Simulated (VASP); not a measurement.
# Sb (Pm-3m) in VASP: a series of runs

Runs on Sb. Level: PBE. Tasks: single point.

Program: VASP 6.6.1. These are calculated values, not measurements. Logs are shortened: lines on timing, memory, paths and dates and some standing lists are left out, and cuts for length are marked.

**1. The cell of the first run**

The structure is cubic, space group Pm-3m (No. 221). Conventional cell: a = 3.160 Å, b = 3.160 Å, c = 3.160 Å, α = 90.00°, β = 90.00°, γ = 90.00°. Sb (site symmetry m-3m) has 6 Sb at 3.16 Å within 4.2 Å.

**2. Single point, PBE**

INCAR reads:

```
PREC = Accurate
ENCUT = 520
EDIFF = 1E-6
ISMEAR = -1
SIGMA = 0.05
LREAL = False
LASPH = True
NELM = 100
ALGO = Normal
ISIF = 2
LWAVE = False
LCHARG = False
GGA = PE
NBANDS = 8
```

KPOINTS reads:

```
Automatic mesh
0
Gamma
  8 8 8
```

POSCAR reads:

```
Sb
1.0
    3.1600000000      0.0000000000      0.0000000000
    0.0000000000      3.1600000000      0.0000000000
    0.0000000000      0.0000000000      3.1600000000
Sb
1
Direct
    0.0000000000      0.0000000000      0.0000000000
```

Potentials or basis: VASP PAW PBE potentials, release 64 (Sb).

The run is started by

```
cat potpaw_PBE.64/Sb/POTCAR > POTCAR
mpirun -np 1 vasp_std > vasp.out
```

OUTCAR:

```text
PREC = Accurate
   ENCUT = 520
   EDIFF = 1E-6
   ISMEAR = -1
   LREAL = False
   LASPH = True
   NELM = 100
   ISIF = 2
   GGA = PE

 ion  position               nearest neighbor table
   1  0.000  0.000  0.000-

  LATTYP: Found a simple cubic cell.
 ALAT       =     3.1600000000

  Lattice vectors:

 A1 = (   3.1600000000,   0.0000000000,   0.0000000000)
 A2 = (   0.0000000000,   3.1600000000,   0.0000000000)
 A3 = (   0.0000000000,   0.0000000000,   3.1600000000)

Analysis of symmetry for initial positions (statically):
=====================================================================
 Subroutine PRICEL returns:
 Original cell was already a primitive cell.

 Routine SETGRP: Setting up the symmetry group for a
 simple cubic supercell.

 Subroutine GETGRP returns: Found 48 space group operations
 (whereof 48 operations were pure point group operations)
 out of a pool of 48 trial point group operations.

The static configuration has the point symmetry O_h .

Analysis of symmetry for dynamics (positions and initial velocities):
=====================================================================
 Subroutine PRICEL returns:
 Original cell was already a primitive cell.

 Routine SETGRP: Setting up the symmetry group for a
 simple cubic supercell.

 Subroutine GETGRP returns: Found 48 space group operations
 (whereof 48 operations were pure point group operations)
 out of a pool of 48 trial point group operations.

The dynamic configuration has the point symmetry O_h .

 Subroutine INISYM returns: Found 48 space group operations
 (whereof 48 operations are pure point group operations),
 and found     1 'primitive' translations

----------------------------------------------------------------------------------------

                                     Primitive cell

  volume of cell :      31.5545

  direct lattice vectors                    reciprocal lattice vectors
     3.160000000  0.000000000  0.000000000     0.316455696  0.000000000  0.000000000
     0.000000000  3.160000000  0.000000000     0.000000000  0.316455696  0.000000000
     0.000000000  0.000000000  3.160000000     0.000000000  0.000000000  0.316455696

  length of vectors
     3.160000000  3.160000000  3.160000000     0.316455696  0.316455696  0.316455696

  position of ions in fractional coordinates (direct lattice)
     0.000000000  0.000000000  0.000000000

  ion indices of the primitive-cell ions
   primitive index   ion index
                 1           1

----------------------------------------------------------------------------------------

 KPOINTS: Automatic mesh

Automatic generation of k-mesh.
 Grid dimensions read from file:
 generate k-points for:    8    8    8

 Generating k-lattice:

  Cartesian coordinates                     Fractional coordinates (reciprocal lattice)
     0.039556962  0.000000000  0.000000000     0.125000000  0.000000000  0.000000000
     0.000000000  0.039556962  0.000000000     0.000000000  0.125000000  0.000000000
     0.000000000  0.000000000  0.039556962     0.000000000  0.000000000  0.125000000

  Length of vectors
     0.039556962  0.039556962  0.039556962

  Shift w.r.t. Gamma in fractional coordinates (k-lattice)
     0.000000000  0.000000000  0.000000000

 Subroutine IBZKPT returns following result:
 ===========================================

 Found     35 irreducible k-points:

 Following reciprocal coordinates:
            Coordinates               Weight
  0.000000  0.000000  0.000000      1.000000
  0.125000  0.000000  0.000000      6.000000
  0.250000  0.000000  0.000000      6.000000
  0.375000  0.000000  0.000000      6.000000
  0.500000  0.000000  0.000000      3.000000
  0.125000  0.125000  0.000000     12.000000
[... 16 lines left out ...]
  0.375000  0.375000  0.125000     24.000000
  0.500000  0.375000  0.125000     24.000000
 [... further k-points ...]
   k-points           NKPTS =     35   k-points in BZ     NKDIM =     35   number of bands    NBANDS=      8
   number of dos      NEDOS =    301   number of ions     NIONS =      1
   total plane-waves  NPLWV =  13824
   dimension x,y,z NGX =    24 NGY =   24 NGZ =   24
   dimension x,y,z NGXF=    48 NGYF=   48 NGZF=   48
   ions per type =               1
   NGX,Y,Z   is equivalent  to a cutoff of  12.63, 12.63, 12.63 a.u.
   NGXF,Y,Z  is equivalent  to a cutoff of  25.25, 25.25, 25.25 a.u.
 SYSTEM =  unknown system
   PREC   = accura    normal or accurate (medium, high low for compatibility)
   ISTART =      0    job   : 0-new  1-cont  2-samecut
   ICHARG =      2    charge: 1-file 2-atom 10-const
   ISPIN  =      1    spin polarized calculation?
   LNONCOLLINEAR =      F non collinear calculations
   LSORBIT =      F    spin-orbit coupling
   LASPH  =      T    aspherical Exc in radial PAW
   ENCUT  =  520.0 eV  38.22 Ry    6.18 a.u.   5.88  5.88  5.88*2*pi/ulx,y,z
   NELM   =    100;   NELMIN=  2; NELMDL= -5     # of ELM steps
   EDIFF  = 0.1E-05   stopping-criterion for ELM
   LREAL  =      F    real-space projection
   EDIFFG = 0.1E-04   stopping-criterion for IOM
   NSW    =      0    number of steps for IOM
   IBRION =     -1    ionic relax: 0-MD 1-quasi-New 2-CG
   NFREE  =      0    steps in history (QN), initial steepest desc. (CG)
   ISIF   =      2    stress and relaxation
   ISYM   =      2    0-nonsym 1-usesym 2-fastsym
   POTIM  = 0.5000    time-step for ionic-motion
   TEBEG  =    0.0;   TEEND  =   0.0 temperature during run
   PSTRESS=    0.0 pullay stress
   NELECT =       5.0000    total number of electrons
   NUPDOWN=      -1.0000    fix difference up-down
   EMIN   =  10.00;   EMAX   =-10.00  energy-range for DOS
   EFERMI =   0.00;   METHOD = LEGACY
   ISMEAR =    -1;   SIGMA  =   0.05  broadening in eV -4-tet -1-fermi 0-gaus
   EFERMI_NEDOS =   21; number of points for ismear=-14 and -15
   IALGO  =     38    algorithm
   IMIX   =      4    mixing-type and parameters
     AMIX     =   0.40;   BMIX     =  1.00
     AMIX_MAG =   1.60;   BMIX_MAG =  1.00
  volume/ion in A,a.u.               =      31.55       212.94
  Fermi-wavevector in a.u.,A,eV,Ry     =   0.885886  1.674081 10.677766  0.784794
  Thomas-Fermi vector in A             =   2.006979
   LORBIT       =      0    0 simple, 1 ext, 2 COOP (PROOUT), +10 PAW based schemes
   GGA     = PE    functional components
   LHFCALC =     F    Hartree Fock is set to
   AEXX    =    0.0000 exact exchange contribution
   IVDW    =     0    specifies the selected vdW correction
   LEPSILON=     F    determine dielectric tensor
   LRPA    =     F    only Hartree local field effects (RPA)
 non-spin polarized calculation
  energy-cutoff  :      520.00
  volume of cell :       31.55
 maximum number of plane-waves:       876
 NGX is ok and might be reduce to    24
   NGX = 11   NGY = 11   NGZ = 11

 number of electron       5.0000001 magnetization

 Free energy of the ion-electron system (eV)
  ---------------------------------------------------
  ext. energy  EPLUGINS =         0.00000000
  ---------------------------------------------------
  free energy    TOTEN  =        -4.06920429 eV

  energy without entropy =       -4.06196214  energy(sigma->0) =       -4.06558322

 E-fermi :   6.3935     XC(G=0):  -9.3891

 val. band max:        6.3844635361   @ k =   0.3750   0.2500   0.1250
 cond. band min:       6.6203919539   @ k =   0.2500   0.2500   0.2500
 fundamental gap:      0.2359284178
 Fermi energy:         6.3935029818

 k-point     1 :       0.0000    0.0000    0.0000
  band No.  band energies     occupation
      1      -5.5255      2.00000
      2       9.5669      0.00000
      3       9.5669      0.00000
      4       9.5669      0.00000
      5      13.3114      0.00000
      6      13.3114      0.00000
      7      14.3651      0.00000
      8      23.7580      0.00000

 k-point     2 :       0.1250    0.0000    0.0000
  band No.  band energies     occupation
      1      -5.3134      2.00000
      2       7.4870      0.00000
      3       9.7711      0.00000
      4       9.7711      0.00000
      5      13.4854      0.00000
      6      14.1041      0.00000
      7      16.1470      0.00000
      8      22.1884      0.00000

 k-point     3 :       0.2500    0.0000    0.0000
  band No.  band energies     occupation
      1      -4.7034      2.00000
      2       4.6075      2.00000
      3      10.3294      0.00000
      4      10.3294      0.00000
      5      13.9944      0.00000
      6      14.7487      0.00000
      7      19.5964      0.00000
      8      20.0970      0.00000

 k-point     4 :       0.3750    0.0000    0.0000
  band No.  band energies     occupation
      1      -3.8389      2.00000
      2       2.2775      2.00000
      3      11.0311      0.00000
      4      11.0311      0.00000
      5      14.7569      0.00000
      6      15.7437      0.00000
      7      18.4131      0.00000
      8      18.4131      0.00000

 k-point     5 :       0.5000    0.0000    0.0000
  band No.  band energies     occupation
      1      -3.3069      2.00000
      2       1.2456      2.00000
      3      11.3943      0.00000
      4      11.3943      0.00000
      5      15.2884      0.00000
      6      16.8884      0.00000
      7      17.5430      0.00000
      8      17.7150      0.00000

 k-point     6 :       0.1250    0.1250    0.0000
  band No.  band energies     occupation
      1      -5.1012      2.00000
      2       7.5947      0.00000
      3       7.7947      0.00000
      4       9.9757      0.00000
      5      13.9497      0.00000
      6      15.9155      0.00000
      7      16.5217      0.00000
      8      20.1685      0.00000

 k-point     7 :       0.2500    0.1250    0.0000
  band No.  band energies     occupation
      1      -4.4907      2.00000
      2       4.8108      2.00000
      3       8.2772      0.00000
      4      10.5350      0.00000
      5      14.4990      0.00000
      6      16.3633      0.00000
      7      17.8087      0.00000
      8      20.0265      0.00000

 k-point     8 :       0.3750    0.1250    0.0000
  band No.  band energies     occupation
      1      -3.6248      2.00000
      2       2.4808      2.00000
      3       9.0440      0.00000
      4      11.2381      0.00000
      5      14.9978      0.00000
      6      15.5579      0.00000
      7      17.8553      0.00000
      8      18.5767      0.00000

 k-point     9 :       0.5000    0.1250    0.0000
  band No.  band energies     occupation
      1      -3.0913      2.00000
      2       1.4475      2.00000
      3       9.4758      0.00000
      4      11.6022      0.00000
      5      14.3658      0.00000
      6      16.1521      0.00000
      7      17.6504      0.00000
      8      17.8812      0.00000

 k-point    10 :       0.2500    0.2500    0.0000
  band No.  band energies     occupation
      1      -3.8780      2.00000
      2       5.2243      2.00000
      3       5.5707      2.00000
      4      11.0967      0.00000
      5      14.3878      0.00000
      6      15.3626      0.00000
      7      20.0727      0.00000
      8      20.5782      0.00000
[... 78 lines left out ...]
 k-point    18 :       0.3750    0.1250    0.1250
  band No.  band energies     occupation
      1      -3.4106      2.00000
      2       2.6838      2.00000
      3       9.0726      0.00000
      4       9.4428      0.00000
      5      15.0375      0.00000
      6      15.7499      0.00000
      7      17.3445      0.00000
      8      18.8004      0.00000

 k-point    19 :       0.5000    0.1250    0.1250
  band No.  band energies     occupation
      1      -2.8756      2.00000
      2       1.6491      2.00000
      3       9.4615      0.00000
      4       9.9300      0.00000
      5      14.2299      0.00000
      6      15.0023      0.00000
      7      17.7300      0.00000
      8      19.5857      0.00000

 k-point    20 :       0.2500    0.2500    0.1250
  band No.  band energies     occupation
      1      -3.6647      2.00000
      2       5.4234      2.00000
      3       5.7739      1.99999
      4       9.0771      0.00000
      5      14.7517      0.00000
      6      17.0181      0.00000
      7      18.1900      0.00000
      8      18.4050      0.00000

 k-point    21 :       0.3750    0.2500    0.1250
  band No.  band energies     occupation
      1      -2.7914      2.00000
      2       3.2503      2.00000
      3       6.3845      1.09015
      4       9.8518      0.00000
      5      12.7565      0.00000
      6      16.0032      0.00000
      7      18.1687      0.00000
      8      19.1351      0.00000

 k-point    22 :       0.5000    0.2500    0.1250
  band No.  band energies     occupation
      1      -2.2493      2.00000
      2       2.2108      2.00000
      3       6.8182      0.00041
      4      10.3059      0.00000
      5      11.8733      0.00000
      6      15.2458      0.00000
      7      18.5948      0.00000
      8      19.6383      0.00000

 k-point    23 :       0.3750    0.3750    0.1250
  band No.  band energies     occupation
      1      -1.9011      2.00000
      2       3.8794      2.00000
      3       4.1567      2.00000
      4      10.5218      0.00000
      5      10.8265      0.00000
      6      16.6460      0.00000
      7      16.9995      0.00000
      8      19.4909      0.00000

 k-point    24 :       0.5000    0.3750    0.1250
  band No.  band energies     occupation
      1      -1.3387      2.00000
      2       2.9472      2.00000
      3       4.4427      2.00000
      4       9.8676      0.00000
      5      11.0566      0.00000
      6      16.0531      0.00000
      7      17.3340      0.00000
      8      20.0485      0.00000

 [... further k-points ...]
[... 5 lines left out ...]
  --------------------------------------------------------------------------------------
  -------------------------------------------------------------------------------------
  Total       -0.4510283     -0.4510283     -0.4510283      0.0000000      0.0000000      0.0000000
  in kB      -22.9009327    -22.9009327    -22.9009327      0.0000000      0.0000000      0.0000000
  external PRESSURE =     -22.9009327 kB  Pullay stress =       0.0000000 kB

 VOLUME and BASIS-vectors are now :
 -----------------------------------------------------------------------------
  energy-cutoff  :      520.00
  volume of cell :       31.55
      direct lattice vectors                 reciprocal lattice vectors
     3.160000000  0.000000000  0.000000000     0.316455696  0.000000000  0.000000000
     0.000000000  3.160000000  0.000000000     0.000000000  0.316455696  0.000000000
     0.000000000  0.000000000  3.160000000     0.000000000  0.000000000  0.316455696

 POSITION                                       TOTAL-FORCE (eV/Angst)
 -----------------------------------------------------------------------------------
      0.00000      0.00000      0.00000         0.000000      0.000000      0.000000
 -----------------------------------------------------------------------------------
    total drift:                                0.000000      0.000000      0.000000

  FREE ENERGIE OF THE ION-ELECTRON SYSTEM (eV)
  ---------------------------------------------------
  free  energy   TOTEN  =        -4.0692042904 eV

  energy  without entropy=       -4.0619621444  energy(sigma->0) =       -4.06558322
```

It took 3.7 s on 1 thread of Intel Xeon Platinum 8259CL at 2.50GHz (Skylake/Cascade Lake), shared host; peak memory 0.14 GiB.

What came out:

```
Free energy : -4.0692 eV
Pressure    : -2.3 GPa
```

Caveat: spin-orbit coupling is left out, which moves the levels of the heavy elements.

[end of part 1 of 2]
